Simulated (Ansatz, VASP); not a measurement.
One calculation of Si, two programs

```
Si
1.0
     2.68322    2.68322    0.00000
    -2.68322    2.68322    0.00000
     0.00000    2.68322    2.68322
Si
2
Cartesian
  -1.3416 4.0248 1.3416
  0.0000 0.0000 0.0000
```

Alike in both runs: task single point; functional LDA; k mesh 8 × 8 × 8; no spin polarisation.

```csv
,VASP,Ansatz
version,VASP 6.6.1,Ansatz 0.2.0
potentials or method,"VASP PAW LDA potentials, release 64 (Si), cutoff 520 eV","all-electron LAPW, scalar-relativistic"
occupations,"gaussian, width 0.01 eV",fixed
```

Ansatz gave:

| Item | Value |
| --- | --- |
| gap on the k mesh at the Fermi level (eV) | 0.46 |
| pressure (GPa) | 1.9 |

Q: Estimate VASP's values.

A: gap on the k mesh at the Fermi level (eV): 0.46; pressure (GPa): 2.1.

LDA's correlation is that of Perdew and Zunger in VASP and of Perdew and Wang (1992) in Ansatz. Ansatz ran all-electron here, and VASP with PAW potentials.
